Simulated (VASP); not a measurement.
# InP (Fm-3m) in VASP: further runs, part 3 of 3

VASP 6.6.1. Earlier steps stand in the parts before.

### 6 Single point, PBEsol

The input, INCAR:

```
  PREC = Accurate
  ENCUT = 520
  EDIFF = 1E-6
  ISMEAR = 0
  SIGMA = 0.1
  LREAL = False
  LASPH = True
  NELM = 100
  ALGO = Normal
  ISIF = 2
  LWAVE = False
  LCHARG = False
  GGA = PS
  NBANDS = 16
  ISYM = 0
```

The input, KPOINTS:

```
Automatic mesh
0
Gamma
  9 9 11
```

The input, POSCAR:

```
InP
1.0
    3.8601905803      0.0000000000      0.0000000000
   -1.9300952902      3.3430231060      0.0000000000
    1.9300952902      1.1143410353      3.1518324106
In P
1 1
Direct
    0.0000000000      0.0000000000      0.0000000000
    0.0000000000      0.5000000000      0.5000000000
```

Potentials or basis: VASP PAW PBE potentials, release 64 (In_d, P).

Launch:

```
$ cat potpaw_PBE.64/In_d/POTCAR potpaw_PBE.64/P/POTCAR > POTCAR
$ mpirun -np 1 vasp_std > vasp.out
```

OUTCAR:

```text
PREC = Accurate
   ENCUT = 520
   EDIFF = 1E-6
   ISMEAR = 0
   LREAL = False
   LASPH = True
   NELM = 100
   ISIF = 2
   GGA = PS
   ISYM = 0

 ion  position               nearest neighbor table
   1  0.000  0.000  0.000-   2 2.73   2 2.73   2 2.73   2 2.73   2 2.73   2 2.73
   2  0.000  0.500  0.500-   1 2.73   1 2.73   1 2.73   1 2.73   1 2.73   1 2.73

IMPORTANT INFORMATION: All symmetrisations will be switched off!
NOSYMM: (Re-)initialisation of all symmetry stuff for point group C_1.

----------------------------------------------------------------------------------------

                                     Primitive cell

  volume of cell :      40.6735

  direct lattice vectors                    reciprocal lattice vectors
     3.860190580  0.000000000  0.000000000     0.259054567  0.149565224 -0.211517168
    -1.930095290  3.343023106  0.000000000     0.000000000  0.299130448 -0.105758584
     1.930095290  1.114341035  3.151832411     0.000000000  0.000000000  0.317275753

  length of vectors
     3.860190580  3.860190580  3.860190580     0.366358482  0.317275753  0.317275753

  position of ions in fractional coordinates (direct lattice)
     0.000000000  0.000000000  0.000000000
     0.000000000  0.500000000  0.500000000

  ion indices of the primitive-cell ions
   primitive index   ion index
                 1           1
                 2           2

----------------------------------------------------------------------------------------

 KPOINTS: Automatic mesh

Automatic generation of k-mesh.
 Grid dimensions read from file:
 generate k-points for:    9    9   11

 Generating k-lattice:

  Cartesian coordinates                     Fractional coordinates (reciprocal lattice)
     0.028783841  0.016618358 -0.023501908     0.111111111  0.000000000  0.000000000
     0.000000000  0.033236716 -0.011750954     0.000000000  0.111111111  0.000000000
     0.000000000  0.000000000  0.028843250     0.000000000  0.000000000  0.090909091

  Length of vectors
     0.040706498  0.035252861  0.028843250

  Shift w.r.t. Gamma in fractional coordinates (k-lattice)
     0.000000000  0.000000000  0.000000000

 -----------------------------------------------------------------------------
|                                                                             |
|           W    W    AA    RRRRR   N    N  II  N    N   GGGG   !!!           |
|           W    W   A  A   R    R  NN   N  II  NN   N  G    G  !!!           |
|           W    W  A    A  R    R  N N  N  II  N N  N  G       !!!           |
|           W WW W  AAAAAA  RRRRR   N  N N  II  N  N N  G  GGG   !            |
|           WW  WW  A    A  R   R   N   NN  II  N   NN  G    G                |
|           W    W  A    A  R    R  N    N  II  N    N   GGGG   !!!           |
|                                                                             |
|     Your reciprocal lattice and k-lattice belong to different lattice       |
|     classes:                                                                |
|                                                                             |
|        The reciprocal lattice is body-centered cubic,                       |
|        whereas your k-lattice is base-centered monoclinic.                  |
|                                                                             |
|     Results are often still useful ...                                      |
|                                                                             |
 -----------------------------------------------------------------------------

 WARNING: IBZKPT: internal override: KBLOWUP is changed to .FALSE.
      ... skipping the blow-up phase ...

 Subroutine IBZKPT returns following result:
 ===========================================

 Found    446 irreducible k-points:

 Following reciprocal coordinates:
            Coordinates               Weight
  0.000000  0.000000  0.000000      1.000000
  0.111111 -0.000000 -0.000000      2.000000
  0.222222 -0.000000 -0.000000      2.000000
  0.333333  0.000000 -0.000000      2.000000
  0.444444 -0.000000 -0.000000      2.000000
  0.000000  0.111111  0.000000      2.000000
[... 16 lines left out ...]
 -0.111111  0.222222  0.000000      2.000000
  0.000000  0.333333  0.000000      2.000000
 [... further k-points ...]
   k-points           NKPTS =    446   k-points in BZ     NKDIM =    446   number of bands    NBANDS=     16
   number of dos      NEDOS =    301   number of ions     NIONS =      2
   total plane-waves  NPLWV =  27000
   dimension x,y,z NGX =    30 NGY =   30 NGZ =   30
   dimension x,y,z NGXF=    60 NGYF=   60 NGZF=   60
   ions per type =               1   1
   NGX,Y,Z   is equivalent  to a cutoff of  12.92, 12.92, 12.92 a.u.
   NGXF,Y,Z  is equivalent  to a cutoff of  25.84, 25.84, 25.84 a.u.
 SYSTEM =  unknown system
   PREC   = accura    normal or accurate (medium, high low for compatibility)
   ISTART =      0    job   : 0-new  1-cont  2-samecut
   ICHARG =      2    charge: 1-file 2-atom 10-const
   ISPIN  =      1    spin polarized calculation?
   LNONCOLLINEAR =      F non collinear calculations
   LSORBIT =      F    spin-orbit coupling
   LASPH  =      T    aspherical Exc in radial PAW
   ENCUT  =  520.0 eV  38.22 Ry    6.18 a.u.   7.18  7.18  7.18*2*pi/ulx,y,z
   NELM   =    100;   NELMIN=  2; NELMDL= -5     # of ELM steps
   EDIFF  = 0.1E-05   stopping-criterion for ELM
   LREAL  =      F    real-space projection
   EDIFFG = 0.1E-04   stopping-criterion for IOM
   NSW    =      0    number of steps for IOM
   IBRION =     -1    ionic relax: 0-MD 1-quasi-New 2-CG
   NFREE  =      0    steps in history (QN), initial steepest desc. (CG)
   ISIF   =      2    stress and relaxation
   ISYM   =      0    0-nonsym 1-usesym 2-fastsym
   POTIM  = 0.5000    time-step for ionic-motion
   TEBEG  =    0.0;   TEEND  =   0.0 temperature during run
   PSTRESS=    0.0 pullay stress
   NELECT =      18.0000    total number of electrons
   NUPDOWN=      -1.0000    fix difference up-down
   EMIN   =  10.00;   EMAX   =-10.00  energy-range for DOS
   EFERMI =   0.00;   METHOD = LEGACY
   ISMEAR =     0;   SIGMA  =   0.10  broadening in eV -4-tet -1-fermi 0-gaus
   EFERMI_NEDOS =   21; number of points for ismear=-14 and -15
   IALGO  =     38    algorithm
   IMIX   =      4    mixing-type and parameters
     AMIX     =   0.40;   BMIX     =  1.00
     AMIX_MAG =   1.60;   BMIX_MAG =  1.00
  volume/ion in A,a.u.               =      20.34       137.24
  Fermi-wavevector in a.u.,A,eV,Ry     =   1.247561  2.357549 21.176235  1.556409
  Thomas-Fermi vector in A             =   2.381688
   LORBIT       =      0    0 simple, 1 ext, 2 COOP (PROOUT), +10 PAW based schemes
   GGA     = PS    functional components
   LHFCALC =     F    Hartree Fock is set to
   AEXX    =    0.0000 exact exchange contribution
   IVDW    =     0    specifies the selected vdW correction
   LEPSILON=     F    determine dielectric tensor
   LRPA    =     F    only Hartree local field effects (RPA)
 non-spin polarized calculation
 Gauss-broadening in eV      SIGMA  =   0.10
  energy-cutoff  :      520.00
  volume of cell :       40.67
 maximum number of plane-waves:      1113
 NGX is ok and might be reduce to    30
   NGX = 15   NGY = 15   NGZ = 15

 number of electron      17.9999998 magnetization

 Free energy of the ion-electron system (eV)
  ---------------------------------------------------
  ext. energy  EPLUGINS =         0.00000000
  ---------------------------------------------------
  free energy    TOTEN  =        -8.80306860 eV

  energy without entropy =       -8.79826417  energy(sigma->0) =       -8.80066638

 E-fermi :   7.4827     XC(G=0): -10.7503

 val. band max:        7.4822881519   @ k =   0.0000  -0.1111   0.0909
 cond. band min:       7.4848327319   @ k =   0.4444  -0.2222   0.1818
 fundamental gap:      0.0025445800
 Fermi energy:         7.4826980639

 k-point     1 :       0.0000    0.0000    0.0000
  band No.  band energies     occupation
      1      -6.7266      2.00000
      2      -6.7264      2.00000
      3      -6.7021      2.00000
      4      -6.7018      2.00000
      5      -6.7014      2.00000
      6      -4.8957      2.00000
[... 433 lines left out ...]
      3      -6.7134      2.00000
      4      -6.6303      2.00000
      5      -6.6295      2.00000
      6      -3.5267      2.00000
[... 8 lines left out ...]
     15      17.1861      0.00000
     16      17.1873      0.00000

 [... further k-points ...]

------------------------ aborting loop because EDIFF is reached ----------------------------------------

  FORCE on cell =-STRESS in cart. coord.  units (eV):
  Direction    XX          YY          ZZ          XY          YZ          ZX
  --------------------------------------------------------------------------------------
  -------------------------------------------------------------------------------------
  Total        0.0077546     -0.0511178      0.0376451      0.0509836      0.0021404      0.0037078
  in kB        0.3054612     -2.0135937      1.4828879      2.0083056      0.0843132      0.1460567
  external PRESSURE =      -0.0750815 kB  Pullay stress =       0.0000000 kB

 VOLUME and BASIS-vectors are now :
 -----------------------------------------------------------------------------
  energy-cutoff  :      520.00
  volume of cell :       40.67
      direct lattice vectors                 reciprocal lattice vectors
     3.860190580  0.000000000  0.000000000     0.259054567  0.149565224 -0.211517168
    -1.930095290  3.343023106  0.000000000     0.000000000  0.299130448 -0.105758584
     1.930095290  1.114341035  3.151832411     0.000000000  0.000000000  0.317275753

 POSITION                                       TOTAL-FORCE (eV/Angst)
 -----------------------------------------------------------------------------------
      0.00000      0.00000      0.00000         0.000000      0.000000      0.000000
      0.00000      2.22868      1.57592        -0.000000     -0.000000     -0.000000
 -----------------------------------------------------------------------------------
    total drift:                                0.000000      0.000001     -0.000000

  FREE ENERGIE OF THE ION-ELECTRON SYSTEM (eV)
  ---------------------------------------------------
  free  energy   TOTEN  =        -8.8030685971 eV

  energy  without entropy=       -8.7982641718  energy(sigma->0) =       -8.80066638
```

stdout:

```text
POSCAR found type information on POSCAR InP
 POSCAR found :  2 types and       2 ions
 scaLAPACK will be used
 -----------------------------------------------------------------------------
|                                                                             |
|                                                                             |
[... 21 lines left out ...]
|     Results are often still useful ...                                      |
|                                                                             |
 -----------------------------------------------------------------------------

 POSCAR, INCAR and KPOINTS ok, starting setup
 FFT: planning ... GRIDC
 FFT: planning ... GRID_SOFT
 FFT: planning ... GRID
 WAVECAR not read
 entering main loop
```

It took 2.9 min on 1 thread of AMD EPYC 9R45 (Zen 5), shared host; peak memory 0.36 GiB.

Results:

| Item | Value |
| --- | --- |
| Free energy | -8.8031 eV |
| Pressure | 0.0 GPa |
| Band gap on the k mesh | zero (band 9 reaches 7.80 eV, above the bottom of band 10 at 5.11 eV) |

Caveat: the PAW data sets were made with another functional, which shifts forces and pressure a little; spin-orbit coupling is left out, which moves the levels of the heavy elements.

### 7 Summary

| task | cell | k mesh | cutoff (eV) | gap on the mesh (eV) | pressure (GPa) | relaxed volume (Å³/atom) |
| --- | --- | --- | --- | --- | --- | --- |
| single point | a = 3.858 Å, angles 60.0°, 2 atoms | 12 × 12 × 12 | 520 | none | 0.0 | - |
| relaxation of cell and atoms | relaxed from a = 4.038 Å, angles 60.0°, 2 atoms | 12 × 12 × 12 | 600 | none | 0.0 | 20.33 |
| single point | a = 3.860 Å, angles 60.0°, 2 atoms | 14 × 14 × 14 | 520 | none | 0.0 | - |
| relaxation of cell and atoms | relaxed from a = 3.858 Å, angles 60.0°, 2 atoms | 14 × 14 × 14 | 600 | none | 0.0 | 20.36 |
| single point | a = 3.860 Å, angles 90.0, 60.0, 120.0°, 2 atoms | 9 × 9 × 11 | 520 | none | 0.0 | - |

Alike in all rows: level PBEsol; potentials or basis VASP PAW PBE potentials, release 64 (In_d, P); no spin polarisation; smearing gaussian 0.1 eV.

Caveats: the PAW data sets were made with another functional, which shifts forces and pressure a little; spin-orbit coupling is left out, which moves the levels of the heavy elements; the volume moved by -13 % from the deposited cell, more than functionals usually miss (some runs).

Absolute energies hang on the potentials; compare differences alone.
